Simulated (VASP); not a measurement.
Ge: relaxation of cell and atoms with r2SCAN

Crystal: Ge.

```
Ge
1.0
    -2.43568    2.43568    1.38474
     2.43568   -2.43568    1.38474
     2.43568    2.43568   -1.38474
Ge
2
Direct
  0.25000 0.75000 0.50000
  0.50000 0.50000 0.00000
```

```json
{
 "Program": "VASP 6.6.1",
 "Task": "relaxation of cell and atoms",
 "Functional": "r2SCAN",
 "Potentials or basis": "VASP PAW PBE potentials, release 64 (Ge_d)",
 "Cutoff": "600 eV",
 "k mesh": "8 × 8 × 8",
 "Occupations": "gaussian, width 0.1 eV",
 "Spin": "no spin polarisation",
 "Target pressure": "13.3 GPa",
 "Dipole correction": "no",
 "Further INCAR settings": "ALGO = Normal; EDIFF = 1e-06; IBRION = 2; EDIFFG = -0.05; NSW = 80; ISIF = 3"
}
```

```yaml
Pressure_after_relaxing: 13.1 GPa
Band_gap_on_the_k_mesh: zero (bands 14 and 15 overlap by 5.70 eV)
```

Stress tensor (GPa, compression positive):
```
13.16  0.00  0.00
 0.00 13.16  0.00
 0.00  0.00 13.03
```

Final structure:
```yaml
crystal:
  lattice:
    - [-2.43568, 2.43568, 1.38474]
    - [2.43568, -2.43568, 1.38474]
    - [2.43568, 2.43568, -1.38474]
  atoms:
    - { symbol: Ge, position: [0.25000, 0.75000, 0.50000] }
    - { symbol: Ge, position: [0.50000, 0.50000, 0.00000] }
```

Levels at points of the mesh, in eV from the Fermi level:
| k point | band 12 | band 13 | band 14 | band 15 | band 16 | band 17 |
| --- | --- | --- | --- | --- | --- | --- |
| (0.00, 0.00, 0.00) | -2.95 | -2.64 | -2.64 | 3.72 | 8.74 | 8.96 |
| (0.50, 0.00, 0.00) | -7.43 | -2.37 | -2.28 | -1.98 | 2.55 | 4.37 |
| (0.50, 0.50, 0.00) | -11.74 | 0.86 | 0.86 | 3.08 | 3.08 | 7.86 |
| (0.50, 0.50, 0.50) | -9.37 | -6.94 | -6.94 | 5.95 | 5.95 | 13.97 |

Run time: 69 s on 1 thread of Intel(R) Xeon(R) 6975P-C (Granite Rapids), on a shared host, peak memory 0.19 GiB.

Caveat: the relaxation stopped at its first step, so nothing moved; the cell is relaxed towards a set pressure, so the run minimises the enthalpy, not the energy; the PAW data sets were made with another functional, which shifts forces and pressure a little.
